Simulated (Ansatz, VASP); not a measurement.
# One calculation of Ti, two programs

```
CELL_PARAMETERS angstrom
-1.62802 1.62802 1.62802
1.62802 -1.62802 1.62802
1.62802 1.62802 -1.62802
ATOMIC_POSITIONS crystal
Ti 0.00000 0.00000 0.00000
```

Alike in both runs: functional PBE; k mesh 13 × 13 × 13; occupations fermi-dirac, width 0.05 eV; collinear spin.

Ansatz relaxed the structure, and its values are those at the end. VASP's run is a single point on that final structure, the one shown.

```csv
,VASP,Ansatz
version,VASP 6.6.1,Ansatz 0.2.0
potentials or method,"VASP PAW PBE potentials, release 64 (Ti_sv), cutoff 520 eV","plane waves (420 eV) with PAW, scalar-relativistic"
valence electrons in the cell,12,12
```

VASP gave:

| Property | Result |
| --- | --- |
| pressure (GPa) | -0.2 |
| net moment per atom (μB) | 0.00 |

Estimate Ansatz's values.

pressure (GPa): 0.0; net moment per atom (μB): 0.00.

The functional is the same, so the differences come from potentials, cutoffs and numerics. Ansatz's warnings: seeded moment not kept.
